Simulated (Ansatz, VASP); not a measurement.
MgO in VASP and in Ansatz

File INCAR:

```
SYSTEM = MgO
PREC = Accurate
ENCUT = 520
EDIFF = 1E-6
ISMEAR = 0
SIGMA = 0.05
LREAL = .FALSE.
LASPH = .TRUE.
NELM = 60
ALGO = Normal
ISIF = 2
LWAVE = .FALSE.
LCHARG = .FALSE.
GGA = PE
NBANDS = 16
```

File KPOINTS:

```
Automatic mesh
0
G
  6 6 6
  0 0 0
```

Contents of POSCAR:

```
MgO
1.0
    3.5909691986      0.0000000000      0.0000000000
   -1.7954845993      3.1098705502      0.0000000000
    0.0000000000      0.0000000000      4.0526999834
Mg O
2 2
Direct
    0.6666666667      0.3333333333      0.7500000000
    0.3333333333      0.6666666667      0.2500000000
    0.6666666667      0.3333333333      0.2500000000
    0.3333333333      0.6666666667      0.7500000000
```

Input for Ansatz:

```yaml
crystal:
  lattice:
    - [3.5909691986, 0.0, 0.0]
    - [-1.7954845993, 3.1098705502, 0.0]
    - [0.0, 0.0, 4.0526999834]
  atoms:
    - { symbol: Mg, position: [0.6666666667, 0.3333333333, 0.75] }
    - { symbol: Mg, position: [0.3333333333, 0.6666666667, 0.25] }
    - { symbol: O, position: [0.6666666667, 0.3333333333, 0.25] }
    - { symbol: O, position: [0.3333333333, 0.6666666667, 0.75] }
basis:
  ecutwfc: 420
kpoints:
  mp_grid: { grid: [6, 6, 6] }
hamiltonian:
  xc: pbe
scf:
  occupations: { method: gaussian, width: 0.05 }
output:
  forces: true
  stress: true
  eigenvalues: true
```

Change from the starting cell: strain +0.030 along x and y, -0.030 along z, atoms carried along.

Alike in both runs: task single point; functional PBE; k mesh 6 × 6 × 6; occupations gaussian, width 0.05 eV; no spin polarisation.

```csv
,VASP,Ansatz
version,VASP 6.6.1,Ansatz 0.2.0
potentials or method,"VASP PAW PBE potentials, release 64 (Mg, O), cutoff 520 eV","scalar-relativistic, plane waves, PAW"
valence electrons in the cell,16,32
```

|  | VASP | Ansatz | Ansatz less VASP |
| --- | --- | --- | --- |
| gap on the k mesh at the Fermi level (eV) | 3.38 | 3.39 | +0.017 |
| least direct gap on the mesh (eV) | 3.38 | 3.39 | +0.017 |
| pressure (GPa) | 1.5 | 2.1 | +0.60 |
| traceless stress, the component that is largest in VASP (GPa) | 7.79 | 7.83 | +0.037 |

The functional is the same, so the differences come from potentials, cutoffs and numerics. VASP's potentials hold 16 valence electrons a cell and Ansatz's 32, so a difference there can come from the potentials and not from the codes.
